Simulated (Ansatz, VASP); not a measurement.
Au: VASP beside Ansatz

The input INCAR:

```
SYSTEM = Au
PREC     = Accurate       ! precision mode
ENCUT    = 520            ! plane-wave cutoff, eV
EDIFF    = 1E-6           ! SCF threshold, eV
ISMEAR   = -1             ! smearing method
SIGMA    = 0.08           ! smearing width, eV
LREAL    = .False.        ! projectors in reciprocal space
LASPH    = .True.         ! aspherical terms in the spheres
NELM     = 80             ! most SCF steps
ALGO     = Normal         ! electronic algorithm
ISIF     = 2              ! what is computed and relaxed
LWAVE    = .False.        ! write WAVECAR
LCHARG   = .False.        ! write CHGCAR
GGA      = PE             ! functional
NBANDS   = 12             ! bands
```

Contents of KPOINTS:

```
Automatic mesh
0
Gamma
  15 15 14
  0 0 0
```

Contents of POSCAR:

```
Au
1.0
    2.2649193387      0.0000000000      0.0000000000
   -1.1324596694      1.9614776848      0.0000000000
    0.0000000000      0.0000000000      2.1772598694
Au
1
Direct
    0.0000000000      0.0000000000      0.0000000000
```

Input for Ansatz:

```yaml
crystal:
  lattice:
    - [2.2649193387, 0.0, 0.0]
    - [-1.1324596694, 1.9614776848, 0.0]
    - [0.0, 0.0, 2.1772598694]
  atoms:
    - { symbol: Au, position: [0.0, 0.0, 0.0] }
kpoints:
  mp_grid: { grid: [15, 15, 14] }
scf:
  occupations: { method: fermi_dirac, width: 0.08 }
hamiltonian:
  xc: pbe
  pseudopotentials: { kind: all_electron, lapw: { basis_error: 0.001 } }
output:
  forces: true
  stress: true
  eigenvalues: true
  populations: true
```

Change from the starting cell: volume scaled by 0.5, LAPW.

Alike in both runs: task single point; functional PBE; k mesh 15 × 15 × 14; occupations fermi-dirac, width 0.08 eV; no spin polarisation.

|  | VASP | Ansatz |
| --- | --- | --- |
| version | VASP 6.6.1 | Ansatz 0.2.0 |
| potentials or method | VASP PAW PBE potentials, release 64 (Au), cutoff 520 eV | all-electron LAPW, scalar-relativistic |

|  | VASP | Ansatz | Ansatz less VASP |
| --- | --- | --- | --- |
| pressure (GPa) | 572.4 | 570.6 | -1.74 |
| traceless stress, the component that is largest in VASP (GPa) | -2.98 | 0.54 | +3.521 |

Both programs put the cell under a high pressure, so it lies far from rest at this level. Ansatz ran all-electron here, and VASP with PAW potentials.

Neither program's run includes spin-orbit coupling. Noted on VASP's run: the cell as given lies far from equilibrium.
